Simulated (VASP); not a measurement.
A run of VASP 6.6.1 is set up as follows.

The input INCAR:

```
SYSTEM = CaInC4N4
ALGO = Normal
EDIFF = 1E-7
ENCUT = 520
GGA = PE
ISIF = 2
ISMEAR = 0
LASPH = .True.
LCHARG = .True.
LELF = .True.
LREAL = .False.
LVHAR = .True.
LWAVE = .False.
NBANDS = 40
NELM = 60
PREC = Accurate
SIGMA = 0.1
```

The input KPOINTS:

```
k-points
0
Gamma
  4 4 4
  0 0 0
```

The input POSCAR:

```
CaInC4N4
1.0
    6.5632099846      0.0000000000      0.0000000000
    0.0000000000      6.5632099846      0.0000000000
    0.0000000000      0.0000000000      6.5632099846
Ca In C N
1 1 4 4
Direct
    0.5000000000      0.5000000000      0.5000000000
    0.0000000000      0.0000000000      0.0000000000
    0.1905026565      0.1905026565      0.1905026565
    0.1905026565      0.8094973435      0.8094973435
    0.8094973435      0.1905026565      0.8094973435
    0.8094973435      0.8094973435      0.1905026565
    0.2937467585      0.2937467585      0.2937467585
    0.2937467585      0.7062532415      0.7062532415
    0.7062532415      0.2937467585      0.7062532415
    0.7062532415      0.7062532415      0.2937467585
```

Potentials or basis: VASP PAW PBE potentials, release 64 (Ca_sv, In_d, C, N).

Run with:

```console
$ cat potpaw_PBE.64/Ca_sv/POTCAR potpaw_PBE.64/In_d/POTCAR potpaw_PBE.64/C/POTCAR potpaw_PBE.64/N/POTCAR > POTCAR
$ mpirun -np 1 vasp_std > vasp.out
```

Question: Predict the largest force.

Answer: 0.376 eV/Å.

Question: Predict the band gap on the k mesh.

Answer: Zero (an odd number of electrons rules out a gap without spin polarisation).

Forces in eV/Å, atoms in the order of the input:
```
Ca   0.000  0.000  0.000
In   0.000  0.000  0.000
C   -0.217 -0.217 -0.217
C   -0.217  0.217  0.217
C    0.217 -0.217  0.217
C    0.217  0.217 -0.217
N    0.200  0.200  0.200
N    0.200 -0.200 -0.200
N   -0.200  0.200 -0.200
N   -0.200 -0.200  0.200
```

Caveat: spin-orbit coupling is left out, which moves the levels of the heavy elements; an odd number of electrons without spin polarisation forces a metal; a magnetic or distorted state may lie lower.
